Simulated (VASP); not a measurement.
# Te2Mo (P6_3/mmc) in VASP: settings compared, part 2 of 2

VASP 6.6.1. The steps go on from the part before.

## Step 3: Single point, PBE, non-collinear spin, zero start, spin-orbit coupling

This run uses another cell than the first one, of 26.46 Å³/atom.

The input, INCAR:

```
SYSTEM = Te2Mo
PREC     = Accurate       ! precision mode
ENCUT    = 520            ! plane-wave cutoff, eV
EDIFF    = 1E-7           ! SCF threshold, eV
ISMEAR   = -1             ! smearing method
SIGMA    = 0.05           ! smearing width, eV
LREAL    = .FALSE.        ! projectors in reciprocal space
LASPH    = .TRUE.         ! aspherical terms in the spheres
NELM     = 150            ! most SCF steps
ALGO     = Normal         ! electronic algorithm
ISIF     = 2              ! what is computed and relaxed
LWAVE    = .FALSE.        ! write WAVECAR
LCHARG   = .FALSE.        ! write CHGCAR
MAGMOM   = 0 0 0 0 0 0 0 0 0 0 0 0 0 0 0 0 0 0 ! initial moments
LORBIT   = 11             ! projections on sites
LSORBIT  = .TRUE.         ! spin-orbit coupling
GGA_COMPAT= .FALSE.      
LORBMOM  = .TRUE.       
LMAXMIX  = 4              ! l up to which the mixer works
GGA      = PE             ! functional
NBANDS   = 68             ! bands
```

The input, KPOINTS:

```
regular mesh
0
G
  9 9 2
  0 0 0
```

The input, POSCAR:

```
Te2Mo
1.0
    3.5872018318      0.0000000000      0.0000000000
   -1.7936009159      3.1066079149      0.0000000000
    0.0000000000      0.0000000000     14.2476617354
Te Mo
4 2
Direct
    0.6666666667      0.3333333333      0.3790000000
    0.3333333333      0.6666666667      0.8790000000
    0.6666666667      0.3333333333      0.1210000000
    0.3333333333      0.6666666667      0.6210000000
    0.6666666667      0.3333333333      0.7500000000
    0.3333333333      0.6666666667      0.2500000000
```

Potentials or basis: VASP PAW PBE potentials, release 64 (Te, Mo_sv).

On the command line:

```console
$ cat potpaw_PBE.64/Te/POTCAR potpaw_PBE.64/Mo_sv/POTCAR > POTCAR
$ mpirun -np 1 vasp_ncl > vasp.out
```

OUTCAR:

```text
SYSTEM = Te2Mo
   PREC = Accurate
   ENCUT = 520
   EDIFF = 1E-7
   ISMEAR = -1
   LREAL = .FALSE.
   LASPH = .TRUE.
   NELM = 150
   ISIF = 2
   LORBIT = 11
   LSORBIT = .TRUE.
   GGA = PE

 ion  position               nearest neighbor table
   1  0.667  0.333  0.379-   6 2.77   6 2.77   6 2.77   3 3.68
   2  0.333  0.667  0.879-   5 2.77   5 2.77   5 2.77   4 3.68
   3  0.667  0.333  0.121-   6 2.77   6 2.77   6 2.77   1 3.68
   4  0.333  0.667  0.621-   5 2.77   5 2.77   5 2.77   2 3.68
   5  0.667  0.333  0.750-   2 2.77   4 2.77   2 2.77   4 2.77   2 2.77   4 2.77
   6  0.333  0.667  0.250-   1 2.77   3 2.77   1 2.77   3 2.77   1 2.77   3 2.77

  LATTYP: Found a hexagonal cell.
 ALAT       =     3.5872018318
 C/A-ratio  =     3.9718037633

  Lattice vectors:

 A1 = (   3.5872018318,   0.0000000000,   0.0000000000)
 A2 = (  -1.7936009159,   3.1066079149,   0.0000000000)
 A3 = (   0.0000000000,   0.0000000000,  14.2476617354)

Analysis of symmetry for initial positions (statically):
=====================================================================
 Subroutine PRICEL returns:
 Original cell was already a primitive cell.

 Routine SETGRP: Setting up the symmetry group for a
 hexagonal supercell.

 Subroutine GETGRP returns: Found 24 space group operations
 (whereof 12 operations were pure point group operations)
 out of a pool of 24 trial point group operations.

The static configuration has the point symmetry D_3d.
 The point group associated with its full space group is D_6h.

Analysis of symmetry for dynamics (positions and initial velocities):
=====================================================================
 Subroutine PRICEL returns:
 Original cell was already a primitive cell.

 Routine SETGRP: Setting up the symmetry group for a
 hexagonal supercell.

 Subroutine GETGRP returns: Found 24 space group operations
 (whereof 12 operations were pure point group operations)
 out of a pool of 24 trial point group operations.

The dynamic configuration has the point symmetry D_3d.
 The point group associated with its full space group is D_6h.

Analysis of structural, dynamic, and magnetic symmetry:
=====================================================================
 Subroutine PRICEL returns:
 Original cell was already a primitive cell.

 Routine SETGRP: Setting up the symmetry group for a
 hexagonal supercell.

 Subroutine GETGRP returns: Found 24 space group operations
 (whereof 12 operations were pure point group operations)
 out of a pool of 24 trial point group operations.

The overall configuration has the point symmetry D_3d.
 The point group associated with its full space group is D_6h.

 Subroutine INISYM returns: Found 24 space group operations
 (whereof 12 operations are pure point group operations),
 and found     1 'primitive' translations

----------------------------------------------------------------------------------------

                                     Primitive cell

  volume of cell :     158.7764

  direct lattice vectors                    reciprocal lattice vectors
     3.587201832  0.000000000  0.000000000     0.278768814  0.160947250  0.000000000
[... 1777 lines left out ...]
     3.587201832  0.000000000  0.000000000     0.278768814  0.160947250  0.000000000
    -1.793600916  3.106607915  0.000000000     0.000000000  0.321894500  0.000000000
     0.000000000  0.000000000 14.247661735     0.000000000  0.000000000  0.070186955

 POSITION                                       TOTAL-FORCE (eV/Angst)
 -----------------------------------------------------------------------------------
      1.79360      1.03554      5.39986         0.000000      0.000000     -0.536951
     -0.00000      2.07107     12.52369        -0.000000     -0.000000     -0.536951
      1.79360      1.03554      1.72397         0.000000      0.000000      0.536951
     -0.00000      2.07107      8.84780         0.000000     -0.000000      0.536951
      1.79360      1.03554     10.68575        -0.000000     -0.000000     -0.000000
     -0.00000      2.07107      3.56192         0.000000      0.000000     -0.000000
 -----------------------------------------------------------------------------------
    total drift:                               -0.000000     -0.000000      0.000000

  FREE ENERGIE OF THE ION-ELECTRON SYSTEM (eV)
  ---------------------------------------------------
  free  energy   TOTEN  =       -36.6005030429 eV

  energy  without entropy=      -36.6004672409  energy(sigma->0) =      -36.60048514

 orbital moment (x)

 # of ion     p       d       tot
 ----------------------------------------
  1         0.000   0.000   0.000
  2        -0.000  -0.000  -0.000
  3        -0.000  -0.000  -0.000
  4         0.000   0.000   0.000
  5        -0.000   0.000   0.000
  6        -0.000   0.000   0.000
 ----------------------------------------
           -0.000  -0.000  -0.000

 orbital moment (y)

 # of ion     p       d       tot
 ----------------------------------------
  1        -0.000   0.000   0.000
  2         0.000   0.000   0.000
  3         0.000   0.000   0.000
  4         0.000   0.000   0.000
  5        -0.000   0.000   0.000
  6         0.000   0.000   0.000
 ----------------------------------------
            0.000   0.000   0.000

 orbital moment (z)

 # of ion     p       d       tot
 ----------------------------------------
  1         0.000   0.000   0.000
  2         0.000   0.000   0.000
  3         0.000   0.000   0.000
  4         0.000   0.000   0.000
  5         0.000  -0.000  -0.000
  6         0.000  -0.000  -0.000
 ----------------------------------------
            0.000  -0.000  -0.000

 Spin-Orbit-Coupling matrix elements

 Ion:    1  E_soc:     -0.2036008
 l=   1
     0.0000000    -0.0338455    -0.0337578
    -0.0338455     0.0000000    -0.0338455
    -0.0337578    -0.0338455     0.0000000
 l=   2
     0.0000000    -0.0000233     0.0000000    -0.0000233    -0.0001372
    -0.0000233     0.0000000    -0.0000737     0.0000263    -0.0000233
     0.0000000    -0.0000737     0.0000000    -0.0000737     0.0000000
    -0.0000233     0.0000263    -0.0000737     0.0000000    -0.0000233
    -0.0001372    -0.0000233     0.0000000    -0.0000233     0.0000000
 l=   3
     0.0000000     0.0000000     0.0000000     0.0000000     0.0000000     0.0000000     0.0000000
     0.0000000     0.0000000     0.0000000     0.0000000     0.0000000     0.0000000     0.0000000
     0.0000000     0.0000000     0.0000000     0.0000000     0.0000000     0.0000000     0.0000000
     0.0000000     0.0000000     0.0000000     0.0000000     0.0000000     0.0000000     0.0000000
[... 89 lines left out ...]
 l=   2
     0.0000000    -0.0006041     0.0000000    -0.0006041    -0.0042518
    -0.0006041     0.0000000    -0.0023184    -0.0005903    -0.0006041
     0.0000000    -0.0023184     0.0000000    -0.0023184     0.0000000
    -0.0006041    -0.0005903    -0.0023184     0.0000000    -0.0006041
    -0.0042518    -0.0006041     0.0000000    -0.0006041     0.0000000
 l=   3
     0.0000000     0.0000000     0.0000000     0.0000000     0.0000000     0.0000000     0.0000000
     0.0000000     0.0000000     0.0000000     0.0000000     0.0000000     0.0000000     0.0000000
     0.0000000     0.0000000     0.0000000     0.0000000     0.0000000     0.0000000     0.0000000
     0.0000000     0.0000000     0.0000000     0.0000000     0.0000000     0.0000000     0.0000000
     0.0000000     0.0000000     0.0000000     0.0000000     0.0000000     0.0000000     0.0000000
     0.0000000     0.0000000     0.0000000     0.0000000     0.0000000     0.0000000     0.0000000
     0.0000000     0.0000000     0.0000000     0.0000000     0.0000000     0.0000000     0.0000000

 total charge

# of ion       s       p       d       tot
------------------------------------------
    1        1.386   1.952   0.055   3.393
    2        1.386   1.952   0.055   3.393
    3        1.386   1.952   0.055   3.393
    4        1.386   1.952   0.055   3.393
    5        2.242   6.130   3.915  12.287
    6        2.242   6.130   3.915  12.287
--------------------------------------------------
tot         10.028  20.067   8.051  38.145

 magnetization (x)

# of ion       s       p       d       tot
------------------------------------------
    1       -0.000   0.000   0.000  -0.000
    2        0.000   0.000  -0.000   0.000
    3        0.000   0.000  -0.000   0.000
    4        0.000   0.000   0.000   0.000
    5        0.000   0.000   0.000   0.000
    6        0.000  -0.000   0.000  -0.000
--------------------------------------------------
tot          0.000   0.000  -0.000   0.000

 magnetization (y)

# of ion       s       p       d       tot
------------------------------------------
    1        0.000   0.000   0.000   0.000
    2        0.000  -0.000   0.000  -0.000
    3        0.000  -0.000   0.000  -0.000
    4        0.000   0.000   0.000   0.000
    5       -0.000   0.000  -0.000  -0.000
    6        0.000   0.000   0.000   0.000
--------------------------------------------------
tot         -0.000  -0.000   0.000  -0.000

 magnetization (z)

# of ion       s       p       d       tot
------------------------------------------
    1        0.000   0.000   0.000   0.000
    2        0.000   0.000   0.000   0.000
    3        0.000   0.000   0.000   0.000
    4        0.000   0.000   0.000   0.000
    5        0.000   0.000   0.000   0.000
    6        0.000   0.000   0.000   0.000
--------------------------------------------------
tot          0.000   0.000   0.000   0.000
```

Wall time 25 min (1 thread of Oxide Virtual Turin-like, shared host); peak memory 0.78 GiB.

What came out:

* Free energy: -36.6005 eV
* Pressure: -2.4 GPa
* Largest force: 0.537 eV/Å
* Net moment: 0.00 μB per cell
* Valence electrons inside the program's atomic spheres: Te 3.39; Mo 12.29

Forces on the atoms (eV/Å):
```
Te   0.000  0.000 -0.537
Te   0.000  0.000 -0.537
Te   0.000  0.000  0.537
Te   0.000  0.000  0.537
Mo   0.000  0.000  0.000
Mo   0.000  0.000  0.000
```

Moments on the atoms (μB; x, y, z):
```
Te  0.00 0.00 0.00
Te  0.00 0.00 0.00
Te  0.00 0.00 0.00
Te  0.00 0.00 0.00
Mo  0.00 0.00 0.00
Mo  0.00 0.00 0.00
```

Caveat: this functional lacks dispersion, which binds layers or chains, so the pressure and a relaxed spacing across them are unreliable.

## Step 4: Relaxation of cell and atoms, r2SCAN, target pressure 20 GPa, at which the enthalpy is minimised

This run uses another cell than the first one, of 24.96 Å³/atom.

POSCAR: that of step 3 with these lines changed.

```diff
@@ -2,5 +2,5 @@
 1.0
-    3.5872018318      0.0000000000      0.0000000000
-   -1.7936009159      3.1066079149      0.0000000000
-    0.0000000000      0.0000000000     14.2476617354
+    3.5182000000      0.0000000000      0.0000000000
+   -1.7591000000      3.0468505756      0.0000000000
+    0.0000000000      0.0000000000     13.9736000000
 Te Mo
```

The input, INCAR.step1:

```
  PREC = Accurate
  ENCUT = 600
  ISMEAR = -1
  SIGMA = 0.05
  LREAL = F
  LASPH = T
  NELM = 80
  GGA = PE
  ALGO = Normal
  EDIFF = 1E-4
  LWAVE = T
  LCHARG = F
```

The input, INCAR.step2:

```
  PREC = Accurate
  ENCUT = 600
  EDIFF = 1E-6
  ISMEAR = -1
  SIGMA = 0.05
  LREAL = F
  LASPH = T
  NELM = 80
  ALGO = Normal
  ISIF = 3
  LWAVE = F
  LCHARG = F
  METAGGA = R2SCAN
  LMIXTAU = T
  IBRION = 2
  NSW = 60
  EDIFFG = -0.01
  PSTRESS = 200.0
  ISTART = 1
```

The input, KPOINTS:

```
Automatic mesh
0
Gamma
  9 9 2
```

On the command line:

```console
$ cat potpaw_PBE.64/Te/POTCAR potpaw_PBE.64/Mo_sv/POTCAR > POTCAR
$ cp INCAR.step1 INCAR
$ mpirun -np 1 vasp_std > vasp.out
$ cp INCAR.step2 INCAR
$ mpirun -np 1 vasp_std > vasp.out
```

Wall time 87 min (1 thread of Oxide Virtual Turin-like, shared host); peak memory 0.37 GiB.

It converged, with:

```yaml
Free_energy: -153.9985 eV
Relaxed_volume: 20.49 Å³/atom
Relaxed_cell: a = 3.335 Å, b = 3.335 Å, c = 12.766 Å, α = 90.00°, β = 90.00°, γ = 120.00°
Space_group_after_relaxing_to_0.1_Å: P6_3/mmc (No. 194)
Energy_change_on_relaxing_the_run_minimises_the_enthalpy: +264.4 meV/atom
Ionic_steps: 13
Pressure_after_relaxing: 20.0 GPa
Band_gap_on_the_k_mesh: zero (bands 26 and 27 overlap by 0.10 eV)
```

Step by step:
```csv
step,energy change (eV),largest force (eV/Å),pressure (GPa),volume (Å³)
1,0.0000,0.0525,2.34,149.79
2,13.9319,11.1421,119.16,97.71
3,0.8787,1.7433,17.35,134.43
4,1.0378,1.9478,19.18,133.04
5,1.1037,2.0285,19.91,132.50
6,1.3637,0.8868,20.38,126.55
7,1.6674,0.3419,21.06,123.68
8,1.4517,0.1272,18.26,124.23
9,1.4287,0.2517,17.61,124.35
10,2.1630,0.5941,26.67,119.11
11,1.6041,0.0105,20.10,122.80
12,1.6085,0.0054,20.16,122.77
13,1.5862,0.0019,19.97,122.94
```

Final structure:
```
CELL_PARAMETERS angstrom
3.33477 0.00000 0.00000
-1.66738 2.88799 0.00000
0.00000 0.00000 12.76554
ATOMIC_POSITIONS crystal
Te 0.66667 0.33333 0.39227
Te 0.33333 0.66667 0.89227
Te 0.66667 0.33333 0.10773
Te 0.33333 0.66667 0.60773
Mo 0.66667 0.33333 0.75000
Mo 0.33333 0.66667 0.25000
```

Levels at points of the mesh, in eV from the Fermi level:
| k point | band 22 | band 23 | band 24 | band 25 | band 26 | band 27 | band 28 | band 29 | band 30 | band 31 |
| --- | --- | --- | --- | --- | --- | --- | --- | --- | --- | --- |
| (0.00, 0.00, 0.00) | -1.60 | -1.49 | -1.49 | -0.21 | 0.03 | 2.83 | 2.83 | 2.96 | 3.28 | 3.28 |
| (0.00, 0.00, 0.50) | -1.54 | -1.54 | -1.54 | -0.12 | -0.12 | 2.86 | 2.86 | 2.86 | 2.86 | 3.57 |

Caveat: the cell is relaxed towards a set pressure, so the run minimises the enthalpy, not the energy; the volume moved by over 15 % at a fixed basis, so the end points are rough; the PAW data sets were made with another functional, which shifts forces and pressure a little; spin-orbit coupling is left out, which moves the levels of the heavy elements.

## Step 5: Summary

```tsv
task	level	spin	cell	cutoff (eV)	gap on the mesh (eV)	pressure (GPa)	largest force (eV/Å)
single point	r2SCAN+D4	off	a = 3.495, b = 3.495, c = 13.880 Å, angles 90.0, 90.0, 120.0°, 6 atoms	520	0.88	3.5	0.24
single point	PBE	non-collinear, zero start, SOC	a = 3.587, b = 3.587, c = 14.248 Å, angles 90.0, 90.0, 120.0°, 6 atoms	520	-	-2.4	0.54
relaxation of cell and atoms	r2SCAN	off	relaxed to 20 GPa from a = 3.518, b = 3.518, c = 13.974 Å, angles 90.0, 90.0, 120.0°, 6 atoms	600	none	20.0	-
```

Alike in all rows: potentials or basis VASP PAW PBE potentials, release 64 (Te, Mo_sv); k mesh 9 × 9 × 2; smearing fermi-dirac 0.05 eV.

Caveats: the PAW data sets were made with another functional, which shifts forces and pressure a little (at least some runs); spin-orbit coupling is left out, which moves the levels of the heavy elements (at least some runs); the cell stands under pressure (at least some runs); this functional lacks dispersion, which binds layers or chains, so the pressure and a relaxed spacing across them are unreliable (at least some runs); the cell is relaxed towards a set pressure, so the run minimises the enthalpy, not the energy (at least some runs); the volume moved by over 15 % at a fixed basis, so the end points are rough (at least some runs).

Total energies depend on the potentials used, so only differences within one code and one set of settings carry meaning.
